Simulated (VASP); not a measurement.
Wanted: the native input for a VASP 6.6.1 run.

```
Task                   : single point
Functional             : LDA
Potentials or basis    : VASP PAW LDA potentials, release 64 (Sr_sv, O)
Cutoff                 : 520 eV
k mesh                 : 8 × 8 × 8
Occupations            : fermi-dirac, width 0.02 eV
Spin                   : no spin polarisation
Dipole correction      : no
Further INCAR settings : ALGO = Normal; EDIFF = 1e-06; NBANDS = 15
```

The structure of SrO lies in POSCAR:

```
SrO
1.0
   -0.0256980000      2.5569510000      2.5569510000
    2.5569510000     -0.0256980000      2.5569510000
    2.5569510000      2.5569510000     -0.0256980000
Sr O
1 1
Direct
    0.0000000000      0.0000000000      0.0000000000
    0.5000000000      0.5000000000      0.5000000000
```

This cell differs from its parent crystal: equal xy, yz and zx shear strains of -1 %.

One way to write it, as run:

INCAR

```
SYSTEM = SrO
ALGO = Normal ; EDIFF = 1E-6
ENCUT = 520 ; GGA = CA
ISIF = 2 ; ISMEAR = -1
LASPH = .True. ; LCHARG = .False.
LREAL = .False. ; LWAVE = .False.
NBANDS = 15 ; NELM = 100
PREC = Accurate ; SIGMA = 0.02
```

KPOINTS

```
k-points
0
Gamma
  8 8 8
  0 0 0
```

Potentials or basis: VASP PAW LDA potentials, release 64 (Sr_sv, O).

Command:

```sh
$ cat potpaw_LDA.64/Sr_sv/POTCAR potpaw_LDA.64/O/POTCAR > POTCAR
$ mpirun -np 1 vasp_std > vasp.out
```

It gave:

```
Pressure               : -3.5 GPa
Band gap on the k mesh : 3.08 eV, indirect (least direct gap 3.17 eV)
```

Caveat: the cell differs from its parent crystal (equal xy, yz and zx shear strains of -1 %).

Run time: 29 s on 1 thread of AMD EPYC 7R43 64-Core Processor (Zen 3), on a shared host, peak memory 0.13 GiB.
